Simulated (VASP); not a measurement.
# Hf (P6_3/mmc) in VASP: further runs

The runs below take Hf through single point, with LDA, PBE.

All numbers are computed with VASP 6.6.1; they aren't measurements. Logs are shortened: lines on timing, memory, paths and dates and some standing lists are left out, and cuts for length are marked.

## Step 1: The cell of the first run

The structure is hexagonal, space group P6_3/mmc (No. 194). Conventional cell: a = 3.192 Å, b = 3.192 Å, c = 5.045 Å, α = 90.00°, β = 90.00°, γ = 120.00°. Within 4.1 Å of Hf (site symmetry -6m2) lie 12 Hf at 3.12 to 3.19 Å.

## Step 2: Single point, LDA

Contents of INCAR:

```
PREC     = Accurate       # precision mode
ENCUT    = 520            # plane-wave cutoff, eV
EDIFF    = 1E-7           # SCF threshold, eV
ISMEAR   = -1             # smearing method
SIGMA    = 0.05           # smearing width, eV
LREAL    = F              # projectors in reciprocal space
LASPH    = T              # aspherical terms in the spheres
NELM     = 80             # most SCF steps
ALGO     = Normal         # electronic algorithm
ISIF     = 2              # what is computed and relaxed
LWAVE    = F              # write WAVECAR
LCHARG   = F              # write CHGCAR
GGA      = CA             # functional
NBANDS   = 17             # bands
```

Contents of KPOINTS:

```
Automatic mesh
0
Gamma
  12 12 7
```

Contents of POSCAR:

```
Hf
1.0
    3.1923846315      0.0000000000      0.0000000000
   -1.5961923157      2.7646861895      0.0000000000
    0.0000000000      0.0000000000      5.0450416400
Hf
2
Direct
    0.3333333333      0.6666666667      0.2500000000
    0.6666666667      0.3333333333      0.7500000000
```

Potentials or basis: VASP PAW LDA potentials, release 64 (Hf_pv).

Run with:

```bash
cat potpaw_LDA.64/Hf_pv/POTCAR > POTCAR
mpirun -np 1 vasp_std > vasp.out
```

OUTCAR:

```text
PREC = Accurate
   ENCUT = 520
   EDIFF = 1E-7
   ISMEAR = -1
   LREAL = F
   LASPH = T
   NELM = 80
   ISIF = 2
   GGA = CA

 ion  position               nearest neighbor table
   1  0.333  0.667  0.250-   2 3.12   2 3.12   2 3.12   2 3.12   2 3.12   2 3.12
   2  0.667  0.333  0.750-   1 3.12   1 3.12   1 3.12   1 3.12   1 3.12   1 3.12

  LATTYP: Found a hexagonal cell.
 ALAT       =     3.1923846315
 C/A-ratio  =     1.5803364013

  Lattice vectors:

 A1 = (   3.1923846315,   0.0000000000,   0.0000000000)
 A2 = (  -1.5961923157,   2.7646861895,   0.0000000000)
 A3 = (   0.0000000000,   0.0000000000,   5.0450416400)

Analysis of symmetry for initial positions (statically):
=====================================================================
 Subroutine PRICEL returns:
 Original cell was already a primitive cell.

 Routine SETGRP: Setting up the symmetry group for a
 hexagonal supercell.

 Subroutine GETGRP returns: Found 24 space group operations
 (whereof 12 operations were pure point group operations)
 out of a pool of 24 trial point group operations.

The static configuration has the point symmetry D_3d.
 The point group associated with its full space group is D_6h.

Analysis of symmetry for dynamics (positions and initial velocities):
=====================================================================
 Subroutine PRICEL returns:
 Original cell was already a primitive cell.

 Routine SETGRP: Setting up the symmetry group for a
 hexagonal supercell.

 Subroutine GETGRP returns: Found 24 space group operations
 (whereof 12 operations were pure point group operations)
 out of a pool of 24 trial point group operations.

The dynamic configuration has the point symmetry D_3d.
 The point group associated with its full space group is D_6h.

 Subroutine INISYM returns: Found 24 space group operations
 (whereof 12 operations are pure point group operations),
 and found     1 'primitive' translations

----------------------------------------------------------------------------------------

                                     Primitive cell

  volume of cell :      44.5272

  direct lattice vectors                    reciprocal lattice vectors
     3.192384631  0.000000000  0.000000000     0.313245462  0.180852352  0.000000000
    -1.596192316  2.764686189  0.000000000     0.000000000  0.361704704  0.000000000
     0.000000000  0.000000000  5.045041640     0.000000000  0.000000000  0.198214419
[... 76 lines left out ...]
   ISTART =      0    job   : 0-new  1-cont  2-samecut
   ICHARG =      2    charge: 1-file 2-atom 10-const
   ISPIN  =      1    spin polarized calculation?
   LNONCOLLINEAR =      F non collinear calculations
   LSORBIT =      F    spin-orbit coupling
   LASPH  =      T    aspherical Exc in radial PAW
   ENCUT  =  520.0 eV  38.22 Ry    6.18 a.u.   5.94  5.94  9.38*2*pi/ulx,y,z
   NELM   =     80;   NELMIN=  2; NELMDL= -5     # of ELM steps
   EDIFF  = 0.1E-06   stopping-criterion for ELM
   LREAL  =      F    real-space projection
   EDIFFG = 0.1E-05   stopping-criterion for IOM
   NSW    =      0    number of steps for IOM
   IBRION =     -1    ionic relax: 0-MD 1-quasi-New 2-CG
   NFREE  =      0    steps in history (QN), initial steepest desc. (CG)
   ISIF   =      2    stress and relaxation
   ISYM   =      2    0-nonsym 1-usesym 2-fastsym
   POTIM  = 0.5000    time-step for ionic-motion
   TEBEG  =    0.0;   TEEND  =   0.0 temperature during run
   PSTRESS=    0.0 pullay stress
   NELECT =      20.0000    total number of electrons
   NUPDOWN=      -1.0000    fix difference up-down
   EMIN   =  10.00;   EMAX   =-10.00  energy-range for DOS
   EFERMI =   0.00;   METHOD = LEGACY
   ISMEAR =    -1;   SIGMA  =   0.05  broadening in eV -4-tet -1-fermi 0-gaus
   EFERMI_NEDOS =   21; number of points for ismear=-14 and -15
   IALGO  =     38    algorithm
   IMIX   =      4    mixing-type and parameters
     AMIX     =   0.40;   BMIX     =  1.00
     AMIX_MAG =   1.60;   BMIX_MAG =  1.00
  volume/ion in A,a.u.               =      22.26       150.24
  Fermi-wavevector in a.u.,A,eV,Ry     =   1.253746  2.369236 21.386713  1.571879
  Thomas-Fermi vector in A             =   2.387584
   LORBIT       =      0    0 simple, 1 ext, 2 COOP (PROOUT), +10 PAW based schemes
   GGA     = CA    functional components
   LHFCALC =     F    Hartree Fock is set to
   AEXX    =    0.0000 exact exchange contribution
   IVDW    =     0    specifies the selected vdW correction
   LEPSILON=     F    determine dielectric tensor
   LRPA    =     F    only Hartree local field effects (RPA)
 non-spin polarized calculation
  energy-cutoff  :      520.00
  volume of cell :       44.53
 maximum number of plane-waves:      1220
 NGX is ok and might be reduce to    24
   NGX = 11   NGY = 11   NGZ = 19

 number of electron      20.0000003 magnetization

 Free energy of the ion-electron system (eV)
  ---------------------------------------------------
  ext. energy  EPLUGINS =         0.00000000
  ---------------------------------------------------
  free energy    TOTEN  =       -21.32950736 eV

  energy without entropy =      -21.31519355  energy(sigma->0) =      -21.32235045

 E-fermi :   4.8257     XC(G=0): -11.4933

 val. band max:        4.7990003415   @ k =   0.1667   0.0000   0.1429
 cond. band min:       4.8354787342   @ k =   0.0000   0.0000   0.4286
 fundamental gap:      0.0364783927
 Fermi energy:         4.8257462593

 k-point     1 :       0.0000    0.0000    0.0000
  band No.  band energies     occupation
      1     -26.1131      2.00000
      2     -25.3443      2.00000
      3     -25.3443      2.00000
      4     -25.2106      2.00000
      5     -25.2106      2.00000
      6     -25.2103      2.00000
[... 457 lines left out ...]
      4     -25.4733      2.00000
      5     -25.3412      2.00000
      6     -25.2884      2.00000
[... 9 lines left out ...]
     16       9.2560      0.00000
     17      10.9369      0.00000

 [... further k-points ...]
[... 5 lines left out ...]
  --------------------------------------------------------------------------------------
  -------------------------------------------------------------------------------------
  Total       -1.9608173     -1.9608173     -1.9911657     -0.0000000      0.0000000     -0.0000000
  in kB      -70.5540420    -70.5540420    -71.6460391     -0.0000000      0.0000000     -0.0000000
  external PRESSURE =     -70.9180410 kB  Pullay stress =       0.0000000 kB

 VOLUME and BASIS-vectors are now :
 -----------------------------------------------------------------------------
  energy-cutoff  :      520.00
  volume of cell :       44.53
      direct lattice vectors                 reciprocal lattice vectors
     3.192384631  0.000000000  0.000000000     0.313245462  0.180852352  0.000000000
    -1.596192316  2.764686189  0.000000000     0.000000000  0.361704704  0.000000000
     0.000000000  0.000000000  5.045041640     0.000000000  0.000000000  0.198214419

 POSITION                                       TOTAL-FORCE (eV/Angst)
 -----------------------------------------------------------------------------------
     -0.00000      1.84312      1.26126        -0.000000      0.000000      0.000000
      1.59619      0.92156      3.78378         0.000000     -0.000000      0.000000
 -----------------------------------------------------------------------------------
    total drift:                                0.000000     -0.000000      0.000000

  FREE ENERGIE OF THE ION-ELECTRON SYSTEM (eV)
  ---------------------------------------------------
  free  energy   TOTEN  =       -21.3295073632 eV

  energy  without entropy=      -21.3151935461  energy(sigma->0) =      -21.32235045
```

OSZICAR:

```text
N       E                     dE             d eps       ncg     rms          rms(c)
DAV:   1     0.488729457993E+02    0.48873E+02   -0.11452E+04  2592   0.112E+03
DAV:   2    -0.203565449172E+02   -0.69229E+02   -0.67551E+02  3362   0.247E+02
DAV:   3    -0.220988053556E+02   -0.17423E+01   -0.17287E+01  3268   0.265E+01
DAV:   4    -0.221126176134E+02   -0.13812E-01   -0.13793E-01  3329   0.278E+00
DAV:   5    -0.221127555439E+02   -0.13793E-03   -0.13791E-03  3344   0.244E-01    0.652E+01
DAV:   6    -0.215375663602E+02    0.57519E+00   -0.51924E-01  3059   0.440E+00    0.383E+01
DAV:   7    -0.213395753849E+02    0.19799E+00   -0.80669E-01  3131   0.527E+00    0.184E+00
DAV:   8    -0.213294284057E+02    0.10147E-01   -0.49402E-02  2993   0.145E+00    0.318E-01
DAV:   9    -0.213295166061E+02   -0.88200E-04   -0.10906E-03  3550   0.230E-01    0.172E-01
DAV:  10    -0.213295111149E+02    0.54912E-05   -0.55241E-05  3044   0.500E-02    0.202E-01
DAV:  11    -0.213295073953E+02    0.37196E-05   -0.50659E-06  3509   0.140E-02    0.115E-02
DAV:  12    -0.213295073632E+02    0.32088E-07   -0.41154E-07  2996   0.418E-03
   1 F= -.21329507E+02 E0= -.21322350E+02  d E =-.143138E-01
```

It took 15 s on 1 thread of Intel Xeon Platinum 8559C (Emerald Rapids), shared host; peak memory 0.17 GiB.

What came out:

```
Free energy            : -21.3295 eV
Pressure               : -7.1 GPa
Band gap on the k mesh : zero (band 10 reaches 5.93 eV, above the bottom of band 11 at 4.55 eV)
```

Stress tensor (GPa, compression positive):
```
-7.06  0.00  0.00
 0.00 -7.06  0.00
 0.00  0.00 -7.16
```

Caveat: spin-orbit coupling is left out, which moves the levels of the heavy elements.

## Step 3: Single point, PBE

Contents of INCAR:

```
PREC = Accurate ; ENCUT = 520
EDIFF = 1E-6 ; ISMEAR = -1
SIGMA = 0.05 ; LREAL = False
LASPH = True ; NELM = 80
ALGO = Normal ; ISIF = 2
LWAVE = False ; LCHARG = False
GGA = PE ; NBANDS = 17
```

KPOINTS is that of step 2.

POSCAR is that of step 2.

Potentials or basis: VASP PAW PBE potentials, release 64 (Hf_pv).

Run with:

```bash
cat potpaw_PBE.64/Hf_pv/POTCAR > POTCAR
mpirun -np 1 vasp_std > vasp.out
```

OUTCAR:

```text
PREC = Accurate
   ENCUT = 520
   EDIFF = 1E-6
   ISMEAR = -1
   LREAL = False
   LASPH = True
   NELM = 80
   ISIF = 2
   GGA = PE

 ion  position               nearest neighbor table
   1  0.333  0.667  0.250-   2 3.12   2 3.12   2 3.12   2 3.12   2 3.12   2 3.12
   2  0.667  0.333  0.750-   1 3.12   1 3.12   1 3.12   1 3.12   1 3.12   1 3.12

  LATTYP: Found a hexagonal cell.
 ALAT       =     3.1923846315
 C/A-ratio  =     1.5803364013

  Lattice vectors:

 A1 = (   3.1923846315,   0.0000000000,   0.0000000000)
[... 651 lines left out ...]
      4     -25.4927      2.00000
      5     -25.3644      2.00000
      6     -25.3121      2.00000
[... 9 lines left out ...]
     16       9.4729      0.00000
     17      11.1694      0.00000

 [... further k-points ...]
[... 5 lines left out ...]
  --------------------------------------------------------------------------------------
  -------------------------------------------------------------------------------------
  Total        0.2562119      0.2562119      0.2721482      0.0000000      0.0000000     -0.0000000
  in kB        9.2190048      9.2190048      9.7924249      0.0000000      0.0000000     -0.0000000
  external PRESSURE =       9.4101448 kB  Pullay stress =       0.0000000 kB

 VOLUME and BASIS-vectors are now :
 -----------------------------------------------------------------------------
  energy-cutoff  :      520.00
  volume of cell :       44.53
      direct lattice vectors                 reciprocal lattice vectors
     3.192384631  0.000000000  0.000000000     0.313245462  0.180852352  0.000000000
    -1.596192316  2.764686189  0.000000000     0.000000000  0.361704704  0.000000000
     0.000000000  0.000000000  5.045041640     0.000000000  0.000000000  0.198214419

 POSITION                                       TOTAL-FORCE (eV/Angst)
 -----------------------------------------------------------------------------------
     -0.00000      1.84312      1.26126        -0.000000     -0.000000      0.000000
      1.59619      0.92156      3.78378         0.000000      0.000000      0.000000
 -----------------------------------------------------------------------------------
    total drift:                                0.000000     -0.000000      0.000000

  FREE ENERGIE OF THE ION-ELECTRON SYSTEM (eV)
  ---------------------------------------------------
  free  energy   TOTEN  =       -19.8549401942 eV

  energy  without entropy=      -19.8421137285  energy(sigma->0) =      -19.84852696
```

OSZICAR:

```text
N       E                     dE             d eps       ncg     rms          rms(c)
DAV:   1     0.505300829642E+02    0.50530E+02   -0.11447E+04  2592   0.112E+03
DAV:   2    -0.187667565801E+02   -0.69297E+02   -0.67601E+02  3353   0.248E+02
DAV:   3    -0.205507808114E+02   -0.17840E+01   -0.17713E+01  3260   0.269E+01
DAV:   4    -0.205651563338E+02   -0.14376E-01   -0.14360E-01  3336   0.288E+00
DAV:   5    -0.205653011564E+02   -0.14482E-03   -0.14480E-03  3337   0.253E-01    0.655E+01
DAV:   6    -0.200459237068E+02    0.51938E+00   -0.48531E-01  3077   0.450E+00    0.388E+01
DAV:   7    -0.198651410416E+02    0.18078E+00   -0.82071E-01  3101   0.561E+00    0.187E+00
DAV:   8    -0.198548436582E+02    0.10297E-01   -0.52020E-02  3016   0.149E+00    0.273E-01
DAV:   9    -0.198549510050E+02   -0.10735E-03   -0.11303E-03  3522   0.239E-01    0.185E-01
DAV:  10    -0.198549376245E+02    0.13380E-04   -0.67245E-05  3033   0.546E-02    0.245E-01
DAV:  11    -0.198549400915E+02   -0.24670E-05   -0.75057E-06  3292   0.193E-02    0.119E-02
DAV:  12    -0.198549401942E+02   -0.10265E-06   -0.41761E-07  1832   0.445E-03
   1 F= -.19854940E+02 E0= -.19848527E+02  d E =-.128265E-01
```

Wall time 16 s (1 thread of Intel Xeon Platinum 8559C (Emerald Rapids), shared host); peak memory 0.19 GiB.

Results:

| Item | Value |
| --- | --- |
| Free energy | -19.8549 eV |
| Pressure | 0.9 GPa |
| Band gap on the k mesh | zero (band 10 reaches 6.13 eV, above the bottom of band 11 at 4.64 eV) |

Caveat: spin-orbit coupling is left out, which moves the levels of the heavy elements.

## Step 4: Single point, PBE, non-collinear spin, zero start, spin-orbit coupling

Contents of INCAR:

```
SYSTEM = Hf
PREC = Accurate ; ENCUT = 520
EDIFF = 1E-6 ; ISMEAR = -1
SIGMA = 0.05 ; LREAL = .False.
LASPH = .True. ; NELM = 150
ALGO = Normal ; ISIF = 2
LWAVE = .False. ; LCHARG = .False.
MAGMOM = 0 0 0 0 0 0 ; LORBIT = 11
LSORBIT = .True. ; GGA_COMPAT = .False.
LORBMOM = .True. ; LMAXMIX = 4
GGA = PE ; NBANDS = 32
```

Contents of KPOINTS:

```
regular mesh
0
Gamma
  12 12 7
  0 0 0
```

POSCAR is that of step 3.

Run with:

```bash
cat potpaw_PBE.64/Hf_pv/POTCAR > POTCAR
mpirun -np 1 vasp_ncl > vasp.out
```

It took 83 s on 1 thread of Intel Xeon Platinum 8559C (Emerald Rapids), shared host; peak memory 0.34 GiB.

Results (log left out):

```yaml
Free_energy: -21.2225 eV
Pressure: 0.6 GPa
Net_moment: 0.00 μB per cell
Valence_electrons_inside_the_program's_atomic_spheres: Hf 8.39
```

Stress tensor (GPa, compression positive):
```
0.58 0.00 0.00
0.00 0.58 0.00
0.00 0.00 0.67
```

Moments on the atoms (μB; x, y, z):
```
Hf  0.00 0.00 0.00
Hf  0.00 0.00 0.00
```

## Step 5: Summary

```tsv
level	potentials or basis	spin	gap on the mesh (eV)	pressure (GPa)
LDA	VASP PAW LDA potentials, release 64 (Hf_pv)	off	none	-7.1
PBE	VASP PAW PBE potentials, release 64 (Hf_pv)	off	none	0.9
PBE	VASP PAW PBE potentials, release 64 (Hf_pv)	non-collinear, zero start, SOC	-	0.6
```

Alike in all rows: task single point; cell as given; k mesh 12 × 12 × 7; cutoff (eV) 520; smearing fermi-dirac 0.05 eV.

Caveats: spin-orbit coupling is left out, which moves the levels of the heavy elements (some runs).

Absolute energies hang on the potentials; compare differences alone.
